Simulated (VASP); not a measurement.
# Te (P3_121) in VASP: a series of runs

Runs on Te. Level: r2SCAN. Tasks: single point.

Program: VASP 6.6.1. These are calculated values, not measurements. Logs are shortened: lines on timing, memory, paths and dates and some standing lists are left out, and cuts for length are marked.

### Step 1. The cell of the first run

The structure is trigonal, space group P3_121 (No. 152). Conventional cell: a = 4.632 Å, b = 4.632 Å, c = 5.887 Å, α = 90.00°, β = 90.00°, γ = 120.00°. Within 3.7 Å of Te (site symmetry 2) lie 6 Te at 2.83 to 3.62 Å.

### Step 2. Single point, r2SCAN

File POSCAR:

```
Te
1.0
    4.6324895794      0.0000000000      0.0000000000
   -2.3162447897      4.0118536585      0.0000000000
    0.0000000000      0.0000000000      5.8869033509
Te
3
Direct
    0.2535874858      0.0000000000      0.3333333333
    1.0000000000      0.2535874858      0.6666666667
    0.7464125142      0.7464125142      0.0000000000
```

File INCAR.step1:

```
PREC     = Accurate       # precision mode
ENCUT    = 550            # plane-wave cutoff, eV
ISMEAR   = -1             # smearing method
SIGMA    = 0.1            # smearing width, eV
LREAL    = F              # projectors in reciprocal space
LASPH    = T              # aspherical terms in the spheres
NELM     = 120            # most SCF steps
NBANDS   = 16             # bands
GGA      = PE             # functional
ALGO     = Normal         # electronic algorithm
EDIFF    = 1E-5           # SCF threshold, eV
LWAVE    = T              # write WAVECAR
LCHARG   = F              # write CHGCAR
GGA_COMPAT= F
```

File INCAR.step2:

```
PREC     = Accurate       # precision mode
ENCUT    = 550            # plane-wave cutoff, eV
EDIFF    = 1E-6           # SCF threshold, eV
ISMEAR   = -1             # smearing method
SIGMA    = 0.1            # smearing width, eV
LREAL    = F              # projectors in reciprocal space
LASPH    = T              # aspherical terms in the spheres
NELM     = 120            # most SCF steps
ALGO     = Normal         # electronic algorithm
ISIF     = 2              # what is computed and relaxed
LWAVE    = F              # write WAVECAR
LCHARG   = T              # write CHGCAR
METAGGA  = R2SCAN         # meta-GGA
LMIXTAU  = T            
LELF     = T              # ELF
LVHAR    = T            
NBANDS   = 16             # bands
ISTART   = 1            
GGA_COMPAT= F
```

File KPOINTS:

```
Automatic mesh
0
Gamma
  4 4 3
```

Potentials or basis: VASP PAW PBE potentials, release 64 (Te).

Launch:

```console
cat potpaw_PBE.64/Te/POTCAR > POTCAR
cp INCAR.step1 INCAR
mpirun -np 1 vasp_std > vasp.out
cp INCAR.step2 INCAR
mpirun -np 1 vasp_std > vasp.out
```

OUTCAR:

```text
PREC = Accurate
   ENCUT = 550
   EDIFF = 1E-6
   ISMEAR = -1
   LREAL = F
   LASPH = T
   NELM = 120
   ISIF = 2
   METAGGA = R2SCAN
   ISTART = 1

 ion  position               nearest neighbor table
   1  0.254  0.000  0.333-   3 2.83   2 2.83   3 3.62   3 3.62   2 3.62   2 3.62
   2  0.000  0.254  0.667-   3 2.83   1 2.83   3 3.62   3 3.62   1 3.62   1 3.62
   3  0.746  0.746  0.000-   2 2.83   1 2.83   1 3.62   2 3.62   2 3.62   1 3.62

  LATTYP: Found a hexagonal cell.
 ALAT       =     4.6324895794
 C/A-ratio  =     1.2707860968

  Lattice vectors:

 A1 = (   4.6324895794,   0.0000000000,   0.0000000000)
 A2 = (  -2.3162447897,   4.0118536585,   0.0000000000)
 A3 = (   0.0000000000,   0.0000000000,   5.8869033509)

Analysis of symmetry for initial positions (statically):
=====================================================================
 Subroutine PRICEL returns:
 Original cell was already a primitive cell.

 Routine SETGRP: Setting up the symmetry group for a
 hexagonal supercell.

 Subroutine GETGRP returns: Found  6 space group operations
 (whereof  2 operations were pure point group operations)
 out of a pool of 24 trial point group operations.

The static configuration has the point symmetry C_2 .
 The point group associated with its full space group is D_3 .

Analysis of symmetry for dynamics (positions and initial velocities):
=====================================================================
 Subroutine PRICEL returns:
 Original cell was already a primitive cell.

 Routine SETGRP: Setting up the symmetry group for a
 hexagonal supercell.

 Subroutine GETGRP returns: Found  6 space group operations
 (whereof  2 operations were pure point group operations)
 out of a pool of 24 trial point group operations.

The dynamic configuration has the point symmetry C_2 .
 The point group associated with its full space group is D_3 .

 Subroutine INISYM returns: Found  6 space group operations
 (whereof  2 operations are pure point group operations),
 and found     1 'primitive' translations

[... 73 lines left out ...]
   ICHARG =      0    charge: 1-file 2-atom 10-const
   ISPIN  =      1    spin polarized calculation?
   LNONCOLLINEAR =      F non collinear calculations
   LSORBIT =      F    spin-orbit coupling
   LASPH  =      T    aspherical Exc in radial PAW
   ENCUT  =  550.0 eV  40.42 Ry    6.36 a.u.   8.86  8.86 11.26*2*pi/ulx,y,z
   NELM   =    120;   NELMIN=  2; NELMDL=  0     # of ELM steps
   EDIFF  = 0.1E-05   stopping-criterion for ELM
   LREAL  =      F    real-space projection
   EDIFFG = 0.1E-04   stopping-criterion for IOM
   NSW    =      0    number of steps for IOM
   IBRION =     -1    ionic relax: 0-MD 1-quasi-New 2-CG
   NFREE  =      0    steps in history (QN), initial steepest desc. (CG)
   ISIF   =      2    stress and relaxation
   ISYM   =      2    0-nonsym 1-usesym 2-fastsym
   POTIM  = 0.5000    time-step for ionic-motion
   TEBEG  =    0.0;   TEEND  =   0.0 temperature during run
   PSTRESS=    0.0 pullay stress
   NELECT =      18.0000    total number of electrons
   NUPDOWN=      -1.0000    fix difference up-down
   EMIN   =  10.00;   EMAX   =-10.00  energy-range for DOS
   EFERMI =   0.00;   METHOD = LEGACY
   ISMEAR =    -1;   SIGMA  =   0.10  broadening in eV -4-tet -1-fermi 0-gaus
   EFERMI_NEDOS =   21; number of points for ismear=-14 and -15
   IALGO  =     38    algorithm
   IMIX   =      4    mixing-type and parameters
     AMIX     =   0.40;   BMIX     =  1.00
     AMIX_MAG =   1.60;   BMIX_MAG =  1.00
  volume/ion in A,a.u.               =      36.47       246.11
  Fermi-wavevector in a.u.,A,eV,Ry     =   0.897050  1.695179 10.948601  0.804699
  Thomas-Fermi vector in A             =   2.019586
   LORBIT       =      0    0 simple, 1 ext, 2 COOP (PROOUT), +10 PAW based schemes
   METAGGA = R2SCAN    functional components
   LHFCALC =     F    Hartree Fock is set to
   AEXX    =    0.0000 exact exchange contribution
   IVDW    =     0    specifies the selected vdW correction
   LEPSILON=     F    determine dielectric tensor
   LRPA    =     F    only Hartree local field effects (RPA)
 non-spin polarized calculation
  energy-cutoff  :      550.00
  volume of cell :      109.41
 maximum number of plane-waves:      3212
 NGX is ok and might be reduce to    36
   NGX = 17   NGY = 17   NGZ = 23

 number of electron      17.9999999 magnetization

 Free energy of the ion-electron system (eV)
  ---------------------------------------------------
  ext. energy  EPLUGINS =         0.00000000
  ---------------------------------------------------
  free energy    TOTEN  =       -76.23053742 eV

  energy without entropy =      -76.22890683  energy(sigma->0) =      -76.22972213

 E-fermi :   5.2425     XC(G=0):  -9.1222

 val. band max:        4.6274305893   @ k =   0.2500   0.2500   0.3333
 cond. band min:       5.7794281544   @ k =   0.0000   0.0000   0.3333
 fundamental gap:      1.1519975651
 Fermi energy:         5.2425172969

 k-point     1 :       0.0000    0.0000    0.0000
  band No.  band energies     occupation
      1      -8.9554      2.00000
      2      -5.5343      2.00000
      3      -5.5343      2.00000
      4       1.6838      2.00000
      5       1.9077      2.00000
      6       1.9077      2.00000
[... 148 lines left out ...]
      3      -4.9803      2.00000
      4      -0.1061      2.00000
      5       0.3099      2.00000
      6       1.0328      2.00000
[... 8 lines left out ...]
     15      12.1194      0.00000
     16      12.8604      0.00000

------------------------ aborting loop because EDIFF is reached ----------------------------------------

  FORCE on cell =-STRESS in cart. coord.  units (eV):
  Direction    XX          YY          ZZ          XY          YZ          ZX
  --------------------------------------------------------------------------------------
  -------------------------------------------------------------------------------------
  Total        0.1031161      0.1031161      0.0054023      0.0000000      0.0000000      0.0000000
  in kB        1.5100476      1.5100476      0.0791122      0.0000000      0.0000000      0.0000000
  external PRESSURE =       1.0330691 kB  Pullay stress =       0.0000000 kB

 VOLUME and BASIS-vectors are now :
 -----------------------------------------------------------------------------
  energy-cutoff  :      550.00
  volume of cell :      109.41
      direct lattice vectors                 reciprocal lattice vectors
     4.632489579  0.000000000  0.000000000     0.215866649  0.124630668  0.000000000
    -2.316244790  4.011853658  0.000000000     0.000000000  0.249261335  0.000000000
     0.000000000  0.000000000  5.886903351     0.000000000  0.000000000  0.169868595

 POSITION                                       TOTAL-FORCE (eV/Angst)
 -----------------------------------------------------------------------------------
      1.17474      0.00000      1.96230         0.013240     -0.000000     -0.000000
     -0.58737      1.01736      3.92460        -0.006620      0.011466      0.000000
      1.72887      2.99450      0.00000        -0.006620     -0.011466      0.000000
 -----------------------------------------------------------------------------------
    total drift:                               -0.000000     -0.000000      0.000000

  FREE ENERGIE OF THE ION-ELECTRON SYSTEM (eV)
  ---------------------------------------------------
  free  energy   TOTEN  =       -76.2305374248 eV

  energy  without entropy=      -76.2289068301  energy(sigma->0) =      -76.22972213
```

OUTCAR.step1:

```text
PREC = Accurate
   ENCUT = 550
   ISMEAR = -1
   LREAL = F
   LASPH = T
[... 380 lines left out ...]
      1.17474      0.00000      1.96230         0.259327     -0.000000      0.000000
     -0.58737      1.01736      3.92460        -0.129664      0.224584      0.000000
      1.72887      2.99450      0.00000        -0.129664     -0.224584      0.000000
 -----------------------------------------------------------------------------------
    total drift:                                0.000000     -0.000000      0.000000

  FREE ENERGIE OF THE ION-ELECTRON SYSTEM (eV)
  ---------------------------------------------------
  free  energy   TOTEN  =        -9.3902073550 eV

  energy  without entropy=       -9.3866993884  energy(sigma->0) =       -9.38845337
```

OSZICAR.step1:

```text
N       E                     dE             d eps       ncg     rms          rms(c)
DAV:   1     0.752580587757E+02    0.75258E+02   -0.67637E+03   288   0.939E+02
DAV:   2    -0.449355864155E+01   -0.79752E+02   -0.75853E+02   376   0.134E+02
DAV:   3    -0.932477175369E+01   -0.48312E+01   -0.48117E+01   336   0.381E+01
DAV:   4    -0.941809604824E+01   -0.93324E-01   -0.93308E-01   432   0.607E+00
DAV:   5    -0.942017816832E+01   -0.20821E-02   -0.20821E-02   400   0.809E-01    0.113E+01
DAV:   6    -0.939597903496E+01    0.24199E-01   -0.22396E-02   360   0.883E-01    0.729E+00
DAV:   7    -0.939118361338E+01    0.47954E-02   -0.50956E-02   344   0.133E+00    0.347E-01
DAV:   8    -0.939010743422E+01    0.10762E-02   -0.92509E-03   336   0.524E-01    0.175E-01
DAV:   9    -0.939015007885E+01   -0.42645E-04   -0.28042E-04   424   0.104E-01    0.124E-01
DAV:  10    -0.939021197039E+01   -0.61892E-04   -0.68239E-05   344   0.513E-02    0.215E-02
DAV:  11    -0.939020735504E+01    0.46154E-05   -0.20315E-05   304   0.280E-02
   1 F= -.93902074E+01 E0= -.93884534E+01  d E =-.350797E-02
```

Wall time 39 s (1 thread of Intel Xeon 6975P-C (Granite Rapids), shared host); peak memory 0.25 GiB.

Results:

| Quantity | Value |
| --- | --- |
| Free energy | -76.2305 eV |
| Pressure | 0.1 GPa |
| Largest force | 0.013 eV/Å |
| Band gap on the k mesh | 1.15 eV (least direct gap 1.41 eV) |

Forces in eV/Å, atoms in the order of the input:
```
Te   0.013  0.000  0.000
Te  -0.007  0.011  0.000
Te  -0.007 -0.011  0.000
```

Stress tensor (GPa, compression positive):
```
0.15 0.00 0.00
0.00 0.15 0.00
0.00 0.00 0.01
```

Levels at points of the mesh, in eV from the valence-band top:
| k point | band 6 | band 7 | band 8 | band 9 | band 10 | band 11 | band 12 | band 13 |
| --- | --- | --- | --- | --- | --- | --- | --- | --- |
| (0.00, 0.00, 0.00) | -2.72 | -1.40 | -1.40 | -0.38 | 1.53 | 1.53 | 2.03 | 5.72 |
| (0.50, 0.00, 0.00) | -3.12 | -2.84 | -0.97 | -0.64 | 1.57 | 1.73 | 4.04 | 4.13 |

Caveat: the PAW data sets were made with another functional, which shifts forces and pressure a little; spin-orbit coupling is left out, which moves the levels of the heavy elements; an odd mesh through Γ misses points on the zone boundary, where band edges can lie.

### Step 3. Single point, r2SCAN

File POSCAR:

```
Te
1.0
    4.6324895870      0.0000000000      0.0000000000
   -2.3162447935      4.0118536651      0.0000000000
    0.0000000000      0.0000000000      5.8869033494
Te
3
Direct
    0.2535874851      0.0000000000      0.3333333333
    1.0000000000      0.2535874851      0.6666666667
    0.7464125149      0.7464125149      0.0000000000
```

File INCAR.step1:

```
ALGO = Normal
EDIFF = 1E-5
ENCUT = 550
GGA = PE
GGA_COMPAT = False
ISMEAR = -1
LASPH = True
LCHARG = False
LREAL = False
LWAVE = True
NBANDS = 16
NELM = 120
PREC = Accurate
SIGMA = 0.01
```

File INCAR.step2:

```
ALGO = Normal
EDIFF = 1E-6
ENCUT = 550
GGA_COMPAT = False
ISIF = 2
ISMEAR = -1
ISTART = 1
LASPH = True
LCHARG = False
LMIXTAU = True
LREAL = False
LWAVE = False
METAGGA = R2SCAN
NBANDS = 16
NELM = 120
PREC = Accurate
SIGMA = 0.01
```

File KPOINTS:

```
k-points
0
Gamma
  8 8 6
```

Potentials or basis: VASP PAW PBE potentials, release 64 (Te).

Launch:

```console
cat potpaw_PBE.64/Te/POTCAR > POTCAR
cp INCAR.step1 INCAR
mpirun -np 1 vasp_std > vasp.out
cp INCAR.step2 INCAR
mpirun -np 1 vasp_std > vasp.out
```

Wall time 3.6 min (1 thread of Intel Xeon Platinum 8488C (Sapphire Rapids), shared host); peak memory 0.29 GiB.

It converged, with:

```
Free energy            : -76.2468 eV
Pressure               : 0.0 GPa
Largest force          : 0.019 eV/Å
Band gap on the k mesh : 0.78 eV
```

Forces on the atoms (eV/Å):
```
Te   0.019  0.000  0.000
Te  -0.010  0.017  0.000
Te  -0.010 -0.017  0.000
```

Stress tensor (GPa, compression positive):
```
-0.02  0.00  0.00
 0.00 -0.02  0.00
 0.00  0.00  0.13
```

Levels at points of the mesh, in eV from the valence-band top:
```csv
k point,band 5,band 6,band 7,band 8,band 9,band 10,band 11,band 12,band 13,band 14
"(0.00, 0.00, 0.00)",-3.01,-3.01,-1.69,-1.69,-0.66,1.24,1.24,1.74,5.43,5.43
"(0.50, 0.00, 0.00)",-4.34,-3.41,-3.12,-1.25,-0.92,1.29,1.45,3.76,3.84,7.37
"(0.00, 0.00, 0.50)",-2.79,-2.79,-1.36,-1.23,-1.23,0.78,0.87,0.87,4.77,5.84
"(0.50, 0.00, 0.50)",-3.81,-3.68,-2.18,-1.80,-0.10,1.18,2.16,2.62,5.14,6.13
```

Caveat: the PAW data sets were made with another functional, which shifts forces and pressure a little; spin-orbit coupling is left out, which moves the levels of the heavy elements.
